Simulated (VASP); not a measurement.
# WS2 (R3m) in VASP: notebook

Runs on WS2. Level: r2SCAN. Tasks: single point.

Program: VASP 6.6.1. These are calculated values, not measurements. Logs are shortened: lines on timing, memory, paths and dates and some standing lists are left out, and cuts for length are marked.

## (1) The cell of the first run

It takes space group R3m (No. 160, trigonal). Conventional cell: a = 3.182 Å, b = 3.182 Å, c = 19.571 Å, α = 90.00°, β = 90.00°, γ = 120.00°. Within 3.2 Å of W (site symmetry 3m) lie 6 S at 2.41 Å and 6 W at 3.18 Å. Within 3.2 Å of S (site symmetry 3m) lie 3 W at 2.41 Å and 7 S at 3.12 to 3.18 Å. S (site symmetry 3m) has 3 W at 2.41 Å and 7 S at 3.12 to 3.18 Å within 3.2 Å.

## (2) Single point, r2SCAN

File POSCAR:

```
WS2
1.0
    1.5911640387      0.9186589861      6.5237734088
   -1.5911640387      0.9186589861      6.5237734088
    0.0000000000     -1.8373179721      6.5237734088
W S
1 2
Direct
    0.0006657748      0.0006657748      0.0006657748
    0.2542736135      0.2542736135      0.2542736135
    0.4137606117      0.4137606117      0.4137606117
```

File INCAR.step1:

```
SYSTEM = WS2
PREC     = Accurate       ! precision mode
ENCUT    = 550            ! plane-wave cutoff, eV
ISMEAR   = 0              ! smearing method
SIGMA    = 0.1            ! smearing width, eV
LREAL    = .False.        ! projectors in reciprocal space
LASPH    = .True.         ! aspherical terms in the spheres
NELM     = 120            ! most SCF steps
NBANDS   = 20             ! bands
GGA      = PE             ! functional
ALGO     = Normal         ! electronic algorithm
EDIFF    = 1E-5           ! SCF threshold, eV
LWAVE    = .True.         ! write WAVECAR
LCHARG   = .False.        ! write CHGCAR
GGA_COMPAT= .False.
```

File INCAR.step2:

```
SYSTEM = WS2
PREC     = Accurate       ! precision mode
ENCUT    = 550            ! plane-wave cutoff, eV
EDIFF    = 1E-6           ! SCF threshold, eV
ISMEAR   = 0              ! smearing method
SIGMA    = 0.1            ! smearing width, eV
LREAL    = .False.        ! projectors in reciprocal space
LASPH    = .True.         ! aspherical terms in the spheres
NELM     = 120            ! most SCF steps
ALGO     = Normal         ! electronic algorithm
ISIF     = 2              ! what is computed and relaxed
LWAVE    = .False.        ! write WAVECAR
LCHARG   = .True.         ! write CHGCAR
METAGGA  = R2SCAN         ! meta-GGA
LMIXTAU  = .True.       
LELF     = .True.         ! ELF
LVHAR    = .True.       
NBANDS   = 20             ! bands
ISTART   = 1            
GGA_COMPAT= .False.
```

File KPOINTS:

```
regular mesh
0
Gamma
  6 6 6
  0 0 0
```

Potentials or basis: VASP PAW PBE potentials, release 64 (W_sv, S).

Launch:

```bash
> cat potpaw_PBE.64/W_sv/POTCAR potpaw_PBE.64/S/POTCAR > POTCAR
> cp INCAR.step1 INCAR
> mpirun -np 1 vasp_std > vasp.out
> cp INCAR.step2 INCAR
> mpirun -np 1 vasp_std > vasp.out
```

OUTCAR:

```text
SYSTEM = WS2
   PREC = Accurate
   ENCUT = 550
   EDIFF = 1E-6
   ISMEAR = 0
   LREAL = .False.
   LASPH = .True.
   NELM = 120
   ISIF = 2
   METAGGA = R2SCAN
   ISTART = 1

 ion  position               nearest neighbor table
   1  0.001  0.001  0.001-   2 2.41   2 2.41   2 2.41   3 2.41   3 2.41   3 2.41
   2  0.254  0.254  0.254-   1 2.41   1 2.41   1 2.41
   3  0.414  0.414  0.414-   1 2.41   1 2.41   1 2.41

  LATTYP: Found a trigonal (rhomboedric) cell.
 ALAT       =     6.7775627493
 COS(alpha) =     0.8897666994

  Lattice vectors:

 A1 = (   1.5911640387,   0.9186589861,   6.5237734088)
 A2 = (  -1.5911640387,   0.9186589861,   6.5237734088)
 A3 = (   0.0000000000,  -1.8373179721,   6.5237734088)

Analysis of symmetry for initial positions (statically):
=====================================================================
 Subroutine PRICEL returns:
 Original cell was already a primitive cell.

 Routine SETGRP: Setting up the symmetry group for a
 trigonal (rhombohedral) supercell.

 Subroutine GETGRP returns: Found  6 space group operations
 (whereof  6 operations were pure point group operations)
 out of a pool of 12 trial point group operations.

The static configuration has the point symmetry C_3v.

Analysis of symmetry for dynamics (positions and initial velocities):
=====================================================================
 Subroutine PRICEL returns:
 Original cell was already a primitive cell.

 Routine SETGRP: Setting up the symmetry group for a
 trigonal (rhombohedral) supercell.

 Subroutine GETGRP returns: Found  6 space group operations
 (whereof  6 operations were pure point group operations)
 out of a pool of 12 trial point group operations.

The dynamic configuration has the point symmetry C_3v.

 Subroutine INISYM returns: Found  6 space group operations
 (whereof  6 operations are pure point group operations),
 and found     1 'primitive' translations

----------------------------------------------------------------------------------------

                                     Primitive cell

  volume of cell :      57.2163

  direct lattice vectors                    reciprocal lattice vectors
     1.591164039  0.918658986  6.523773409     0.314235357  0.181423868  0.051095173
    -1.591164039  0.918658986  6.523773409    -0.314235357  0.181423868  0.051095173
     0.000000000 -1.837317972  6.523773409     0.000000000 -0.362847736  0.051095173

  length of vectors
     6.777562749  6.777562749  6.777562749     0.366427614  0.366427614  0.366427614

  position of ions in fractional coordinates (direct lattice)
     0.000665775  0.000665775  0.000665775
     0.254273613  0.254273613  0.254273613
     0.413760612  0.413760612  0.413760612

  ion indices of the primitive-cell ions
   primitive index   ion index
                 1           1
                 2           2
                 3           3

----------------------------------------------------------------------------------------

 KPOINTS: regular mesh

Automatic generation of k-mesh.
 Grid dimensions read from file:
 generate k-points for:    6    6    6

 Generating k-lattice:

  Cartesian coordinates                     Fractional coordinates (reciprocal lattice)
     0.052372560  0.030237311  0.008515862     0.166666667  0.000000000 -0.000000000
    -0.052372560  0.030237311  0.008515862     0.000000000  0.166666667 -0.000000000
     0.000000000 -0.060474623  0.008515862    -0.000000000 -0.000000000  0.166666667

  Length of vectors
     0.061071269  0.061071269  0.061071269

  Shift w.r.t. Gamma in fractional coordinates (k-lattice)
     0.000000000  0.000000000  0.000000000

 Subroutine IBZKPT returns following result:
 ===========================================

 Found     32 irreducible k-points:

 Following reciprocal coordinates:
            Coordinates               Weight
  0.000000  0.000000  0.000000      1.000000
  0.166667  0.000000  0.000000      6.000000
  0.333333  0.000000  0.000000      6.000000
  0.500000  0.000000  0.000000      3.000000
[... 48 lines left out ...]
      4     -33.6000      2.00000
      5      -9.7442      2.00000
      6      -7.8545      2.00000
[... 12 lines left out ...]
     19      14.5415      0.00000
     20      15.0824      0.00000

 k-point     2 :       0.1667    0.0000    0.0000
  band No.  band energies     occupation
      1     -70.1633      2.00000
      2     -33.7416      2.00000
      3     -33.6908      2.00000
      4     -33.6211      2.00000
      5      -9.2834      2.00000
      6      -7.7100      2.00000
[... 12 lines left out ...]
     19      15.0869      0.00000
     20      16.0166      0.00000

 k-point     3 :       0.3333    0.0000    0.0000
  band No.  band energies     occupation
      1     -70.1538      2.00000
      2     -33.8682      2.00000
      3     -33.7079      2.00000
      4     -33.6630      2.00000
      5      -8.2019      2.00000
      6      -7.3801      2.00000
[... 12 lines left out ...]
     19      14.0699      0.00000
     20      14.6718      0.00000

 k-point     4 :       0.5000    0.0000    0.0000
  band No.  band energies     occupation
      1     -70.1490      2.00000
      2     -33.9550      2.00000
      3     -33.6909      2.00000
      4     -33.6838      2.00000
      5      -7.5195      2.00000
      6      -7.1890      2.00000
[... 12 lines left out ...]
     19      13.6080      0.00000
     20      14.2303      0.00000

 k-point     5 :       0.1667    0.1667    0.0000
  band No.  band energies     occupation
      1     -70.1633      2.00000
      2     -33.7416      2.00000
      3     -33.6908      2.00000
      4     -33.6211      2.00000
      5      -9.2748      2.00000
      6      -7.7262      2.00000
[... 12 lines left out ...]
     19      15.0930      0.00000
     20      15.8854      0.00000
[... 353 lines left out ...]
      6      -7.2121      2.00000
[... 12 lines left out ...]
     19      15.0008      0.00000
     20      15.1728      0.00000

 k-point    22 :      -0.1667    0.3333    0.1667
  band No.  band energies     occupation
      1     -70.1490      2.00000
      2     -33.9107      2.00000
      3     -33.7298      2.00000
      4     -33.6910      2.00000
      5      -7.5391      2.00000
      6      -7.1755      2.00000
[... 12 lines left out ...]
     19      14.6123      0.00000
     20      15.2706      0.00000

 k-point    23 :       0.5000    0.5000    0.1667
  band No.  band energies     occupation
      1     -70.1538      2.00000
      2     -33.8682      2.00000
      3     -33.7079      2.00000
      4     -33.6630      2.00000
      5      -8.1311      2.00000
      6      -7.4758      2.00000
[... 12 lines left out ...]
     19      14.0572      0.00000
     20      15.5313      0.00000

 k-point    24 :      -0.3333    0.5000    0.1667
  band No.  band energies     occupation
      1     -70.1490      2.00000
      2     -33.9107      2.00000
      3     -33.7298      2.00000
      4     -33.6910      2.00000
      5      -7.4938      2.00000
      6      -7.2269      2.00000
[... 12 lines left out ...]
     19      14.6005      0.00000
     20      15.0997      0.00000

 [... further k-points ...]
[... 5 lines left out ...]
  --------------------------------------------------------------------------------------
  -------------------------------------------------------------------------------------
  Total        0.0460204      0.0460204     -0.0218685      0.0000000     -0.0000000     -0.0000000
  in kB        1.2886686      1.2886686     -0.6123639      0.0000000     -0.0000000     -0.0000000
  external PRESSURE =       0.6549911 kB  Pullay stress =       0.0000000 kB

 VOLUME and BASIS-vectors are now :
 -----------------------------------------------------------------------------
  energy-cutoff  :      550.00
  volume of cell :       57.22
      direct lattice vectors                 reciprocal lattice vectors
     1.591164039  0.918658986  6.523773409     0.314235357  0.181423868  0.051095173
    -1.591164039  0.918658986  6.523773409    -0.314235357  0.181423868  0.051095173
     0.000000000 -1.837317972  6.523773409     0.000000000 -0.362847736  0.051095173

 POSITION                                       TOTAL-FORCE (eV/Angst)
 -----------------------------------------------------------------------------------
      0.00000      0.00000      0.01303         0.000000      0.000000      0.007666
      0.00000      0.00000      4.97647         0.000000      0.000000      0.007268
      0.00000      0.00000      8.09784         0.000000     -0.000000     -0.014934
 -----------------------------------------------------------------------------------
    total drift:                                0.000000     -0.000000      0.000090

  FREE ENERGIE OF THE ION-ELECTRON SYSTEM (eV)
  ---------------------------------------------------
  free  energy   TOTEN  =       -70.0788115396 eV

  energy  without entropy=      -70.0788115396  energy(sigma->0) =      -70.07881154
```

Run time: 11 min. Hardware: 1 thread of Intel Xeon Platinum 8259CL at 2.50GHz (Skylake/Cascade Lake), shared host; peak memory 0.44 GiB.

Results:

* Free energy: -70.0788 eV
* Pressure: 0.1 GPa
* Largest force: 0.015 eV/Å
* Band gap on the k mesh: 1.39 eV (least direct gap 1.93 eV)

Forces on the atoms (eV/Å):
```
W    0.000  0.000  0.008
S    0.000  0.000  0.007
S    0.000  0.000 -0.015
```

Stress tensor (GPa, compression positive):
```
 0.13  0.00  0.00
 0.00  0.13  0.00
 0.00  0.00 -0.06
```

Caveat: the PAW data sets were made with another functional, which shifts forces and pressure a little; spin-orbit coupling is left out, which moves the levels of the heavy elements.

## (3) Single point, r2SCAN (17.99 Å³/atom)

This run uses another cell than the first one, of 17.99 Å³/atom.

File POSCAR:

```
WS2
1.0
    1.5847447683      0.9149528186      6.2046955842
   -1.5847447683      0.9149528186      6.2046955842
    0.0000000000     -1.8299056372      6.2046955842
W S
1 2
Direct
    0.0006653452      0.0006653452      0.0006653452
    0.2502251677      0.2502251677      0.2502251677
    0.4178094871      0.4178094871      0.4178094871
```

File INCAR.step1:

```
SYSTEM = WS2
PREC = Accurate ; ENCUT = 550
ISMEAR = 0 ; SIGMA = 0.02
LREAL = .False. ; LASPH = .True.
NELM = 120 ; NBANDS = 20
GGA = PE ; ALGO = Normal
EDIFF = 1E-5 ; LWAVE = .True.
LCHARG = .False. ; GGA_COMPAT = .False.
```

File INCAR.step2:

```
SYSTEM = WS2
PREC = Accurate ; ENCUT = 550
EDIFF = 1E-6 ; ISMEAR = 0
SIGMA = 0.02 ; LREAL = .False.
LASPH = .True. ; NELM = 120
ALGO = Normal ; ISIF = 2
LWAVE = .False. ; LCHARG = .True.
METAGGA = R2SCAN ; LMIXTAU = .True.
LELF = .True. ; LVHAR = .True.
NBANDS = 20 ; ISTART = 1
GGA_COMPAT = .False.
```

File KPOINTS:

```
regular mesh
0
Gamma
  12 12 12
  0 0 0
```

Potentials or basis: VASP PAW PBE potentials, release 64 (W_sv, S).

Launch:

```bash
> cat potpaw_PBE.64/W_sv/POTCAR potpaw_PBE.64/S/POTCAR > POTCAR
> cp INCAR.step1 INCAR
> mpirun -np 1 vasp_std > vasp.out
> cp INCAR.step2 INCAR
> mpirun -np 1 vasp_std > vasp.out
```

It took 40 min on 1 thread of Intel Xeon Platinum 8259CL at 2.50GHz (Skylake/Cascade Lake), shared host; peak memory 0.51 GiB.

It converged, with:

```
Free energy            : -70.0636 eV
Pressure               : 2.0 GPa
Largest force          : 0.016 eV/Å
Band gap on the k mesh : 1.18 eV (least direct gap 1.97 eV)
```

Forces on the atoms (eV/Å):
```
W    0.000  0.000  0.000
S    0.000  0.000 -0.016
S    0.000  0.000  0.016
```

Levels at points of the mesh, in eV from the valence-band top:
```tsv
k point	band 9	band 10	band 11	band 12	band 13	band 14	band 15	band 16	band 17	band 18
(0.00, 0.00, 0.00)	-3.75	-2.48	-2.48	-1.71	-1.20	2.35	2.35	2.62	2.62	5.16
(0.50, 0.00, 0.00)	-5.54	-4.39	-2.74	-2.03	-1.79	2.38	2.72	3.91	4.08	4.75
(0.50, 0.50, 0.00)	-5.23	-4.31	-3.31	-2.21	-1.63	2.34	2.86	3.48	4.55	5.32
(0.50, 0.50, 0.50)	-3.77	-3.77	-2.45	-2.45	0.00	2.43	2.43	2.49	2.49	5.36
```

Caveat: the PAW data sets were made with another functional, which shifts forces and pressure a little; spin-orbit coupling is left out, which moves the levels of the heavy elements. A k mesh can miss the band edges.

## (4) Single point, r2SCAN (18.57 Å³/atom)

This run uses another cell than the first one, of 18.57 Å³/atom.

File POSCAR:

```
WS2
1.0
    1.5884126083      0.9170704470      6.3731825982
   -1.5884126083      0.9170704470      6.3731825982
    0.0000000000     -1.8341408940      6.3731825982
W S
1 2
Direct
    0.0006706799      0.0006706799      0.0006706799
    0.2524521242      0.2524521242      0.2524521242
    0.4155771959      0.4155771959      0.4155771959
```

File INCAR.step1:

```
PREC     = Accurate       # precision mode
ENCUT    = 550            # plane-wave cutoff, eV
ISMEAR   = 0              # smearing method
SIGMA    = 0.02           # smearing width, eV
LREAL    = False          # projectors in reciprocal space
LASPH    = True           # aspherical terms in the spheres
NELM     = 120            # most SCF steps
NBANDS   = 20             # bands
GGA      = PE             # functional
ALGO     = Normal         # electronic algorithm
EDIFF    = 1E-5           # SCF threshold, eV
LWAVE    = True           # write WAVECAR
LCHARG   = False          # write CHGCAR
GGA_COMPAT= False
```

File INCAR.step2:

```
PREC     = Accurate       # precision mode
ENCUT    = 550            # plane-wave cutoff, eV
EDIFF    = 1E-6           # SCF threshold, eV
ISMEAR   = 0              # smearing method
SIGMA    = 0.02           # smearing width, eV
LREAL    = False          # projectors in reciprocal space
LASPH    = True           # aspherical terms in the spheres
NELM     = 120            # most SCF steps
ALGO     = Normal         # electronic algorithm
ISIF     = 2              # what is computed and relaxed
LWAVE    = False          # write WAVECAR
LCHARG   = False          # write CHGCAR
METAGGA  = R2SCAN         # meta-GGA
LMIXTAU  = True         
NBANDS   = 20             # bands
ISTART   = 1            
GGA_COMPAT= False
```

File KPOINTS:

```
Automatic mesh
0
Gamma
  12 12 12
```

Launch:

```bash
> cat potpaw_PBE.64/W_sv/POTCAR potpaw_PBE.64/S/POTCAR > POTCAR
> cp INCAR.step1 INCAR
> mpirun -np 1 vasp_std > vasp.out
> cp INCAR.step2 INCAR
> mpirun -np 1 vasp_std > vasp.out
```

Run time: 65 min. Hardware: 1 thread of Intel Xeon Platinum 8259CL at 2.50GHz (Skylake/Cascade Lake), shared host; peak memory 0.57 GiB.

The run converged. Its results:

```
Free energy            : -70.0772 eV
Pressure               : 0.9 GPa
Largest force          : 0.022 eV/Å
Band gap on the k mesh : 1.30 eV (least direct gap 1.94 eV)
```

Forces in eV/Å, atoms in the order of the input:
```
W    0.000  0.000  0.000
S    0.000  0.000 -0.022
S    0.000  0.000  0.022
```

Stress tensor (GPa, compression positive):
```
0.94 0.00 0.00
0.00 0.94 0.00
0.00 0.00 0.85
```

Levels at points of the mesh, in eV from the valence-band top:
```tsv
k point	band 11	band 12	band 13	band 14	band 15	band 16
(0.00, 0.00, 0.00)	-2.39	-1.82	-1.05	2.44	2.44	2.68
(0.50, 0.00, 0.00)	-2.67	-1.97	-1.67	2.43	2.80	3.96
(0.50, 0.50, 0.00)	-3.14	-2.10	-1.54	2.40	2.92	3.58
(0.50, 0.50, 0.50)	-2.37	-2.37	0.00	2.50	2.50	2.59
```

Caveat: the PAW data sets were made with another functional, which shifts forces and pressure a little; spin-orbit coupling is left out, which moves the levels of the heavy elements. A k mesh can miss the band edges.

## (5) Single point, r2SCAN

This run uses another cell than the first one, of 19.14 Å³/atom.

File POSCAR:

```
WS2
1.0
    1.5911317569      0.9186403482      6.5478540604
   -1.5911317569      0.9186403482      6.5478540604
    0.0000000000     -1.8372806963      6.5478540605
W S
1 2
Direct
    0.0006740937      0.0006740937      0.0006740937
    0.2546440435      0.2546440435      0.2546440435
    0.4133818628      0.4133818628      0.4133818628
```

File INCAR.step1:

```
SYSTEM = WS2
PREC = Accurate ; ENCUT = 550
ISMEAR = 0 ; SIGMA = 0.02
LREAL = .FALSE. ; LASPH = .TRUE.
NELM = 120 ; NBANDS = 20
GGA = PE ; ALGO = Normal
EDIFF = 1E-5 ; LWAVE = .TRUE.
LCHARG = .FALSE. ; GGA_COMPAT = .FALSE.
```

File INCAR.step2:

```
SYSTEM = WS2
PREC = Accurate ; ENCUT = 550
EDIFF = 1E-6 ; ISMEAR = 0
SIGMA = 0.02 ; LREAL = .FALSE.
LASPH = .TRUE. ; NELM = 120
ALGO = Normal ; ISIF = 2
LWAVE = .FALSE. ; LCHARG = .TRUE.
METAGGA = R2SCAN ; LMIXTAU = .TRUE.
LELF = .TRUE. ; LVHAR = .TRUE.
NBANDS = 20 ; ISTART = 1
GGA_COMPAT = .FALSE.
```

File KPOINTS:

```
Automatic mesh
0
G
  12 12 12
  0 0 0
```

Launch:

```bash
> cat potpaw_PBE.64/W_sv/POTCAR potpaw_PBE.64/S/POTCAR > POTCAR
> cp INCAR.step1 INCAR
> mpirun -np 1 vasp_std > vasp.out
> cp INCAR.step2 INCAR
> mpirun -np 1 vasp_std > vasp.out
```

It took 68 min on 1 thread of Intel Xeon Platinum 8259CL at 2.50GHz (Skylake/Cascade Lake), shared host; peak memory 0.58 GiB.

It converged, with:

```yaml
Free_energy: -70.0811 eV
Pressure: 0.2 GPa
Largest_force: 0.021 eV/Å
Band_gap_on_the_k_mesh: 1.39 eV (least direct gap 1.92 eV)
```

Forces on the atoms (eV/Å):
```
W    0.000  0.000  0.000
S    0.000  0.000 -0.021
S    0.000  0.000  0.021
```

Levels at points of the mesh, in eV from the valence-band top:
```tsv
k point	band 10	band 11	band 12	band 13	band 14	band 15	band 16	band 17
(0.00, 0.00, 0.00)	-2.31	-2.31	-1.91	-0.91	2.53	2.53	2.74	2.74
(0.50, 0.00, 0.00)	-4.18	-2.62	-1.92	-1.57	2.49	2.88	4.02	4.34
(0.50, 0.50, 0.00)	-4.14	-2.98	-2.00	-1.45	2.47	2.98	3.68	4.60
(0.50, 0.50, 0.50)	-3.46	-2.30	-2.30	0.00	2.57	2.57	2.68	2.68
```

Caveat: the PAW data sets were made with another functional, which shifts forces and pressure a little; spin-orbit coupling is left out, which moves the levels of the heavy elements.

## (6) Overview

```tsv
cell	k mesh	smearing	gap on the mesh (eV)	pressure (GPa)	largest force (eV/Å)
a = 6.778 Å, angles 27.2°, 3 atoms, atomic positions A	6 × 6 × 6	gaussian 0.1 eV	1.39	0.1	0.01
a = 6.469 Å, angles 28.4°, 3 atoms, atomic positions B	12 × 12 × 12	gaussian 0.02 eV	1.18	2.0	0.02
a = 6.632 Å, angles 27.7°, 3 atoms, atomic positions C	12 × 12 × 12	gaussian 0.02 eV	1.30	0.9	0.02
a = 6.801 Å, angles 27.1°, 3 atoms, atomic positions D	12 × 12 × 12	gaussian 0.02 eV	1.39	0.2	0.02
```

Alike in all rows: task single point; level r2SCAN; potentials or basis VASP PAW PBE potentials, release 64 (W_sv, S); no spin polarisation; cutoff (eV) 550.

Caveats: the PAW data sets were made with another functional, which shifts forces and pressure a little; spin-orbit coupling is left out, which moves the levels of the heavy elements.

Total energies depend on the potentials used, so only differences within one code and one set of settings carry meaning.
